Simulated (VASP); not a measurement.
Input of a VASP 6.6.1 run:

Contents of POSCAR:

```
SnSe2
1.0
    7.6502986386      0.0000000000      0.0000000000
   -3.8251493193      6.6253529676      0.0000000000
    0.0000000000      0.0000000000      6.2270792392
Sn Se
4 8
Direct
   -0.0069342342      0.0022148254     -0.0054945503
   -0.0076674297      0.4890851877     -0.0203246169
    0.5038812179      0.0124841651      0.0223038755
    0.5019569801      0.5078538482     -0.0003608433
    0.1835347056      0.3252851600      0.2469083724
    0.3169567981      0.1527859731      0.7375467412
    0.1776332403      0.8656972735      0.2560213125
    0.3335926783      0.6548632233      0.7645701648
    0.6852464162      0.3398096692      0.2373258703
    0.8541697079      0.1754392567      0.7359050405
    0.6573378665      0.8174130535      0.2984864860
    0.8047020415      0.6512119462      0.7290623462
```

INCAR.step1

```
PREC = Accurate
ENCUT = 520
ISMEAR = -1
SIGMA = 0.086
LREAL = F
LASPH = T
NELM = 80
NBANDS = 64
GGA = PE
ALGO = Normal
EDIFF = 1E-4
LWAVE = T
LCHARG = F
```

File INCAR.step2:

```
PREC = Accurate
ENCUT = 520
EDIFF = 1E-7
ISMEAR = -1
SIGMA = 0.086
LREAL = F
LASPH = T
NELM = 80
ALGO = Normal
ISIF = 2
LWAVE = F
LCHARG = F
METAGGA = R2SCAN
LMIXTAU = T
NBANDS = 64
ISTART = 1
```

KPOINTS

```
regular mesh
0
Gamma
  3 3 2
```

Potentials or basis: VASP PAW PBE potentials, release 64 (Sn_d, Se).

The run is started by

```console
$ cat potpaw_PBE.64/Sn_d/POTCAR potpaw_PBE.64/Se/POTCAR > POTCAR
$ cp INCAR.step1 INCAR
$ mpirun -np 1 vasp_std > vasp.out
$ cp INCAR.step2 INCAR
$ mpirun -np 1 vasp_std > vasp.out
```

(1) Estimate the largest force.

(2) Estimate the pressure.

Results:

(1) 1.815 eV/Å.

(2) 1.3 GPa.

Caveat: the k points lie up to 0.50 Å⁻¹ apart; the PAW data sets were made with another functional, which shifts forces and pressure a little.
